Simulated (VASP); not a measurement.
# B5Pt (P-62m) in VASP: a series of runs

The runs below take B5Pt through single point, with PBE.

Everything below comes from runs of VASP 6.6.1. Logs are shortened: lines on timing, memory, paths and dates and some standing lists are left out, and cuts for length are marked.

## 1. The cell of the first run

Symmetry: P-62m, No. 189, hexagonal system. The conventional cell has a = 5.054 Å, b = 5.054 Å, c = 2.389 Å, α = 90.00°, β = 90.00°, γ = 120.00°. Within 2.6 Å of B (site symmetry -6) lie 8 B at 1.99 to 2.39 Å. Within 2.6 Å of B (site symmetry m2m) lie 6 B at 1.99 to 2.39 Å and 2 Pt at 2.24 Å. Within 3.0 Å of Pt (site symmetry -62m) lie 12 B at 2.24 to 2.92 Å and 2 Pt at 2.39 Å.

## 2. Single point, PBE

Input file INCAR:

```
PREC = Accurate
ENCUT = 520
EDIFF = 1E-6
ISMEAR = 0
SIGMA = 0.1
LREAL = F
LASPH = T
NELM = 80
ALGO = Normal
ISIF = 2
LWAVE = F
LCHARG = T
GGA = PE
LELF = T
LVHAR = T
NBANDS = 22
```

Input file KPOINTS:

```
regular mesh
0
Gamma
  6 6 4
```

Input file POSCAR:

```
B5Pt
1.0
    5.0538429469     -0.0000000033      0.0000000000
   -2.5269214706      4.3767563804      0.0000000000
    0.0000000000      0.0000000000      2.3885852617
B Pt
5 1
Direct
    0.6666666667      0.3333333333      0.5000000000
    0.3760136556      0.0000000000      0.0000000000
    0.6239863444      0.6239863444      0.0000000000
    0.0000000000      0.3760136556      0.0000000000
    0.3333333333      0.6666666667      0.5000000000
    0.0000000000      0.0000000000      0.5000000000
```

Potentials or basis: VASP PAW PBE potentials, release 64 (B, Pt).

Started as:

```console
> cat potpaw_PBE.64/B/POTCAR potpaw_PBE.64/Pt/POTCAR > POTCAR
> mpirun -np 1 vasp_std > vasp.out
```

OUTCAR:

```text
PREC = Accurate
   ENCUT = 520
   EDIFF = 1E-6
   ISMEAR = 0
   LREAL = F
   LASPH = T
   NELM = 80
   ISIF = 2
   GGA = PE

 ion  position               nearest neighbor table
   1  0.667  0.333  0.500-   4 1.99   4 1.99   2 1.99   2 1.99   3 1.99   3 1.99
   2  0.376  0.000  0.000-   5 1.99   5 1.99   1 1.99   1 1.99   6 2.24   6 2.24
   3  0.624  0.624  0.000-   5 1.99   5 1.99   1 1.99   1 1.99   6 2.24   6 2.24
   4  0.000  0.376  0.000-   1 1.99   1 1.99   5 1.99   5 1.99   6 2.24   6 2.24
   5  0.333  0.667  0.500-   2 1.99   2 1.99   4 1.99   4 1.99   3 1.99   3 1.99
   6  0.000  0.000  0.500-   3 2.24   3 2.24   2 2.24   2 2.24   4 2.24   4 2.24

  LATTYP: Found a hexagonal cell.
 ALAT       =     5.0538429469
 C/A-ratio  =     0.4726275206

  Lattice vectors:

 A1 = (   5.0538429469,  -0.0000000033,   0.0000000000)
 A2 = (  -2.5269214706,   4.3767563804,   0.0000000000)
 A3 = (   0.0000000000,   0.0000000000,   2.3885852617)

Analysis of symmetry for initial positions (statically):
=====================================================================
 Subroutine PRICEL returns:
 Original cell was already a primitive cell.

 Routine SETGRP: Setting up the symmetry group for a
 hexagonal supercell.

 Subroutine GETGRP returns: Found 12 space group operations
 (whereof 12 operations were pure point group operations)
 out of a pool of 24 trial point group operations.

The static configuration has the point symmetry D_3h.

Analysis of symmetry for dynamics (positions and initial velocities):
=====================================================================
 Subroutine PRICEL returns:
 Original cell was already a primitive cell.

 Routine SETGRP: Setting up the symmetry group for a
 hexagonal supercell.

 Subroutine GETGRP returns: Found 12 space group operations
 (whereof 12 operations were pure point group operations)
 out of a pool of 24 trial point group operations.

The dynamic configuration has the point symmetry D_3h.

 Subroutine INISYM returns: Found 12 space group operations
 (whereof 12 operations are pure point group operations),
 and found     1 'primitive' translations

----------------------------------------------------------------------------------------

                                     Primitive cell
[... 94 lines left out ...]
   NELM   =     80;   NELMIN=  2; NELMDL= -5     # of ELM steps
   EDIFF  = 0.1E-05   stopping-criterion for ELM
   LREAL  =      F    real-space projection
   EDIFFG = 0.1E-04   stopping-criterion for IOM
   NSW    =      0    number of steps for IOM
   IBRION =     -1    ionic relax: 0-MD 1-quasi-New 2-CG
   NFREE  =      0    steps in history (QN), initial steepest desc. (CG)
   ISIF   =      2    stress and relaxation
   ISYM   =      2    0-nonsym 1-usesym 2-fastsym
   POTIM  = 0.5000    time-step for ionic-motion
   TEBEG  =    0.0;   TEEND  =   0.0 temperature during run
   PSTRESS=    0.0 pullay stress
   NELECT =      25.0000    total number of electrons
   NUPDOWN=      -1.0000    fix difference up-down
   EMIN   =  10.00;   EMAX   =-10.00  energy-range for DOS
   EFERMI =   0.00;   METHOD = LEGACY
   ISMEAR =     0;   SIGMA  =   0.10  broadening in eV -4-tet -1-fermi 0-gaus
   EFERMI_NEDOS =   21; number of points for ismear=-14 and -15
   IALGO  =     38    algorithm
   IMIX   =      4    mixing-type and parameters
     AMIX     =   0.40;   BMIX     =  1.00
     AMIX_MAG =   1.60;   BMIX_MAG =  1.00
  volume/ion in A,a.u.               =       8.81        59.42
  Fermi-wavevector in a.u.,A,eV,Ry     =   1.275704  2.410731 22.142399  1.627420
  Thomas-Fermi vector in A             =   2.408401
   LORBIT       =      0    0 simple, 1 ext, 2 COOP (PROOUT), +10 PAW based schemes
   GGA     = PE    functional components
   LHFCALC =     F    Hartree Fock is set to
   AEXX    =    0.0000 exact exchange contribution
   IVDW    =     0    specifies the selected vdW correction
   LEPSILON=     F    determine dielectric tensor
   LRPA    =     F    only Hartree local field effects (RPA)
 non-spin polarized calculation
 Gauss-broadening in eV      SIGMA  =   0.10
  energy-cutoff  :      520.00
  volume of cell :       52.83
 maximum number of plane-waves:      1438
 NGX is ok and might be reduce to    40
   NGX = 19   NGY = 19   NGZ =  9

 number of electron      25.0000002 magnetization

 Free energy of the ion-electron system (eV)
  ---------------------------------------------------
  ext. energy  EPLUGINS =         0.00000000
  ---------------------------------------------------
  free energy    TOTEN  =       -32.85712213 eV

  energy without entropy =      -32.83527006  energy(sigma->0) =      -32.84619609

 E-fermi :   8.2178     XC(G=0): -12.2743

 val. band max:        8.2136206651   @ k =   0.3333   0.1667   0.2500
 cond. band min:       8.2304249504   @ k =   0.1667   0.1667   0.5000
 fundamental gap:      0.0168042853
 Fermi energy:         8.2178390425

 k-point     1 :       0.0000    0.0000    0.0000
  band No.  band energies     occupation
      1      -6.4541      2.00000
      2      -1.3405      2.00000
      3      -1.3405      2.00000
      4      -1.3280      2.00000
      5      -0.7973      2.00000
      6       2.1905      2.00000
[... 514 lines left out ...]
     21      14.1493      0.00000
     22      17.1129      0.00000

------------------------ aborting loop because EDIFF is reached ----------------------------------------

  FORCE on cell =-STRESS in cart. coord.  units (eV):
  Direction    XX          YY          ZZ          XY          YZ          ZX
  --------------------------------------------------------------------------------------
  -------------------------------------------------------------------------------------
  Total        0.0831952      0.0831952     -0.1973870     -0.0000000     -0.0000000      0.0000000
  in kB        2.5228657      2.5228657     -5.9856908     -0.0000000     -0.0000000      0.0000000
  external PRESSURE =      -0.3133198 kB  Pullay stress =       0.0000000 kB

 VOLUME and BASIS-vectors are now :
 -----------------------------------------------------------------------------
  energy-cutoff  :      520.00
  volume of cell :       52.83
      direct lattice vectors                 reciprocal lattice vectors
     5.053842947 -0.000000003  0.000000000     0.197869228  0.114239852  0.000000000
    -2.526921471  4.376756380  0.000000000     0.000000000  0.228479704  0.000000000
     0.000000000  0.000000000  2.388585262     0.000000000  0.000000000  0.418657862

 POSITION                                       TOTAL-FORCE (eV/Angst)
 -----------------------------------------------------------------------------------
      2.52692      1.45892      1.19429        -0.000000      0.000000     -0.000000
      1.90031     -0.00000      0.00000         0.014915     -0.000000      0.000000
      1.57676      2.73104      0.00000        -0.007457     -0.012916     -0.000000
     -0.95016      1.64572      0.00000        -0.007457      0.012916     -0.000000
      0.00000      2.91784      1.19429        -0.000000      0.000000     -0.000000
      0.00000      0.00000      1.19429        -0.000000      0.000000     -0.000000
 -----------------------------------------------------------------------------------
    total drift:                               -0.000000     -0.000001      0.000000

  FREE ENERGIE OF THE ION-ELECTRON SYSTEM (eV)
  ---------------------------------------------------
  free  energy   TOTEN  =       -32.8571221255 eV

  energy  without entropy=      -32.8352700641  energy(sigma->0) =      -32.84619609
```

stdout:

```text
POSCAR found type information on POSCAR B Pt
 POSCAR found :  2 types and       6 ions
 scaLAPACK will be used
 LDA part: xc-table for (Slater+PW92), standard interpolation
 POSCAR, INCAR and KPOINTS ok, starting setup
 FFT: planning ... GRIDC
 FFT: planning ... GRID_SOFT
 FFT: planning ... GRID
 WAVECAR not read
 entering main loop
```

Wall time 31 s (1 thread of Intel Xeon 6975P-C, shared host); peak memory 0.18 GiB.

What came out:

```
Free energy   : -32.8571 eV
Pressure      : 0.0 GPa
Largest force : 0.015 eV/Å
```

Forces on the atoms (eV/Å):
```
B    0.000  0.000  0.000
B    0.015  0.000  0.000
B   -0.007 -0.013  0.000
B   -0.007  0.013  0.000
B    0.000  0.000  0.000
Pt   0.000  0.000  0.000
```

Stress tensor (GPa, compression positive):
```
 0.25  0.00  0.00
 0.00  0.25  0.00
 0.00  0.00 -0.60
```

Levels at points of the mesh, in eV from the Fermi level:
```
           k point  band 8  band 9  band 10  band 11  band 12  band 13  band 14  band 15  band 16  band 17
(0.00, 0.00, 0.00)   -4.25   -3.29    -3.29    -1.75    -1.75     2.27     2.27     2.98     7.28     7.85
(0.50, 0.00, 0.00)   -3.69   -2.51    -1.84    -1.77    -0.94    -0.93     0.59     4.26     4.82     7.40
(0.00, 0.00, 0.50)   -2.09   -1.54    -1.54    -1.46    -1.46    -1.00    -0.56     1.05     1.05     3.11
(0.50, 0.00, 0.50)   -3.77   -3.72    -3.11    -1.23    -0.60     1.12     1.74     2.02     2.48     2.54
```

Caveat: the k points lie up to 0.66 Å⁻¹ apart; spin-orbit coupling is left out, which moves the levels of the heavy elements.

## 3. Single point, PBE

This run uses another cell than the first one, of 11.13 Å³/atom, 1.264 times its volume.

Input file INCAR:

```
PREC = Accurate ; ENCUT = 520
EDIFF = 1E-7 ; ISMEAR = 0
SIGMA = 0.1 ; LREAL = False
LASPH = True ; NELM = 60
ALGO = Normal ; ISIF = 2
LWAVE = False ; LCHARG = False
GGA = PE ; NBANDS = 22
```

KPOINTS is that of step 2.

Input file POSCAR:

```
B5Pt
1.0
    4.3775598700      0.0000000000      0.0000000000
   -2.1887799300      3.7910780500      0.0000000000
    0.0000000000      0.0000000000      4.0230181200
B Pt
5 1
Direct
    0.6666666700      0.3333333300      0.5000000000
    0.3165600000      0.0000000000      0.0000000000
    0.6834400000      0.6834400000      0.0000000000
    0.0000000000      0.3165600000      0.0000000000
    0.3333333300      0.6666666700      0.5000000000
    0.0000000000      0.0000000000      0.5000000000
```

Potentials or basis: VASP PAW PBE potentials, release 64 (B, Pt).

Started as:

```console
> cat potpaw_PBE.64/B/POTCAR potpaw_PBE.64/Pt/POTCAR > POTCAR
> mpirun -np 1 vasp_std > vasp.out
```

It took 38 s on 1 thread of Intel Xeon 6975P-C, shared host; peak memory 0.2 GiB.

The run converged. Its results:

```yaml
Free_energy: -28.4922 eV
Pressure: -30.7 GPa
Largest_force: 0.015 eV/Å
```

Forces on the atoms (eV/Å):
```
B    0.000  0.000  0.000
B   -0.015  0.000  0.000
B    0.008  0.013  0.000
B    0.008 -0.013  0.000
B    0.000  0.000  0.000
Pt   0.000  0.000  0.000
```

Stress tensor (GPa, compression positive):
```
-30.78   0.00   0.00
  0.00 -30.78   0.00
  0.00   0.00 -30.54
```

Levels at points of the mesh, in eV from the Fermi level:
```tsv
k point	band 11	band 12	band 13	band 14	band 15	band 16
(0.00, 0.00, 0.00)	-2.70	-0.89	-0.89	0.18	2.24	2.85
(0.50, 0.00, 0.00)	-2.31	-0.28	0.29	0.41	1.32	2.08
(0.00, 0.00, 0.50)	-1.68	-1.68	-0.70	-0.70	0.93	0.93
(0.50, 0.00, 0.50)	-3.14	-0.88	-0.13	2.94	3.06	3.33
```

Caveat: the k points lie up to 0.39 Å⁻¹ apart; spin-orbit coupling is left out, which moves the levels of the heavy elements.
